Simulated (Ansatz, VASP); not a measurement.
## Te: VASP beside Ansatz

INCAR

```
PREC     = Accurate       # precision mode
ENCUT    = 520            # plane-wave cutoff, eV
EDIFF    = 1E-6           # SCF threshold, eV
ISMEAR   = -1             # smearing method
SIGMA    = 0.1            # smearing width, eV
LREAL    = False          # projectors in reciprocal space
LASPH    = True           # aspherical terms in the spheres
NELM     = 60             # most SCF steps
ALGO     = Normal         # electronic algorithm
ISIF     = 2              # what is computed and relaxed
LWAVE    = False          # write WAVECAR
LCHARG   = False          # write CHGCAR
GGA      = B5             # functional
ALDAX    = 1.0          
AGGAX    = 1.0          
AGGAC    = 1.0          
ALDAC    = 0.0          
NBANDS   = 9              # bands
```

KPOINTS

```
Automatic mesh
0
Gamma
  11 11 11
```

POSCAR

```
Te
1.0
    3.1571028562      0.0000000000      0.0000000000
    0.0000000000      3.1571028562      0.0000000000
    0.0000000000      0.0000000000      3.1571028562
Te
1
Direct
    0.0000000000      0.0000000000      0.0000000000
```

Input for Ansatz:

```yaml
crystal:
  lattice:
    - [3.1571028562, 0.0, 0.0]
    - [0.0, 3.1571028562, 0.0]
    - [0.0, 0.0, 3.1571028562]
  atoms:
    - { symbol: Te, position: [0.0, 0.0, 0.0] }
hamiltonian:
  xc: blyp
  pseudopotentials:
    kind: paw
    azcp:
      Te: "pseudopotentials/Te.paw.azcp"
basis:
  ecutwfc: 420
  fft_grid_basis: typed
kpoints:
  mp_grid: { grid: [11, 11, 11], shift: [0, 0, 0] }
magnetization:
  spin_polarized: false
scf:
  occupations: { method: fermi_dirac, width: 0.1 }
  lower_state_search: "off"
output:
  stress: true
  write_density: true
  write_potential: true
  elf: true
  volumetric_format: npy
```

Alike in both runs: task single point; functional BLYP; k mesh 11 × 11 × 11; occupations fermi-dirac, width 0.1 eV; no spin polarisation.

|  | VASP | Ansatz |
| --- | --- | --- |
| version | VASP 6.6.1 | Ansatz 0.2.0 |
| potentials or method | VASP PAW PBE potentials, release 64 (Te), cutoff 520 eV | plane waves (420 eV) with PAW, scalar-relativistic |
| valence electrons in the cell | 6 | 16 |

```csv
,VASP,Ansatz,Ansatz less VASP
pressure (GPa),6.9,6.7,-0.25
```

VASP's potentials were made for PBE, not for BLYP. VASP's potentials hold 6 valence electrons a cell and Ansatz's 16, so a difference there can come from the potentials and not from the codes.

Neither program's run includes spin-orbit coupling.
